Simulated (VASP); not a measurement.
Crystal: TbBOs.

```
Tb B Os
1.0
     4.02894    0.00000    0.00000
    -2.01447    3.48917    0.00000
     0.00000    0.00000    6.94299
Tb B Os
2 2 2
Direct
  0.00000 0.00000 0.51357
  0.00000 0.00000 0.01357
  0.33333 0.66667 0.22895
  0.66667 0.33333 0.72895
  0.33333 0.66667 0.78027
  0.66667 0.33333 0.28027
```

The cell was generated, and may not be a known phase.

```yaml
Program: VASP 6.6.1
Task: relaxation of cell and atoms
Functional: PBE
Potentials_or_basis: VASP PAW PBE potentials, release 64 (Tb_3, B, Os), 4f in core
Cutoff: 600 eV
k_mesh: 6 × 6 × 4
Occupations: gaussian, width 0.1 eV
Spin: no spin polarisation
```

At the start: pressure -2.9 GPa; volume 16.27 Å³/atom.

How do energy, volume and symmetry change on relaxing?

Over 20 steps the energy falls by 467.3 meV/atom and the volume is 16.68 Å³/atom (+2.5 %); space group P6_3mc (No. 186, to 0.1 Å) before, P6_3/mmc (No. 194, to 0.1 Å).

The path:
```csv
step,energy change (eV),largest force (eV/Å),pressure (GPa),volume (Å³)
1,0.0000,1.5250,-2.92,97.60
2,-1.1471,1.2906,6.51,93.17
3,-1.6047,1.0612,22.98,87.65
4,-1.8913,1.1288,21.16,88.77
5,-2.1628,1.4832,18.31,91.66
6,-2.4928,1.1922,10.80,94.70
7,-2.6906,0.5366,-5.05,103.43
8,-2.7301,0.6967,-1.27,100.95
9,-2.7304,0.7123,-0.91,100.72
10,-2.7473,0.6112,-0.76,100.62
11,-2.7828,0.3175,-0.29,100.32
12,-2.7850,0.2775,0.94,99.71
13,-2.7954,0.1332,0.32,100.00
14,-2.7976,0.1294,-0.06,100.18
15,-2.7988,0.1208,-0.85,100.57
16,-2.7990,0.1230,-0.66,100.47
17,-2.8007,0.1068,-0.41,100.29
18,-2.8025,0.0654,0.22,99.82
19,-2.8032,0.0444,0.13,99.90
20,-2.8038,0.0044,-0.04,100.06
```

Final structure:
```cif
data_structure
_symmetry_space_group_name_H-M 'P 1'
_symmetry_Int_Tables_number 1
_cell_length_a 3.6463
_cell_length_b 3.6463
_cell_length_c 8.6898
_cell_angle_alpha 90.000
_cell_angle_beta 90.000
_cell_angle_gamma 120.000
_cell_volume 100.06
loop_
_atom_site_label
_atom_site_type_symbol
_atom_site_fract_x
_atom_site_fract_y
_atom_site_fract_z
_atom_site_occupancy
Tb1 Tb 0.00000 0.00000 0.50751 1
Tb2 Tb 0.00000 0.00000 0.00751 1
B1 B 0.33333 0.66667 0.25768 1
B2 B 0.66667 0.33333 0.75768 1
Os1 Os 0.33333 0.66667 0.75761 1
Os2 Os 0.66667 0.33333 0.25761 1
```

Caveat: a cell axis changed by over 15 % at a fixed basis, so the end point is rough.
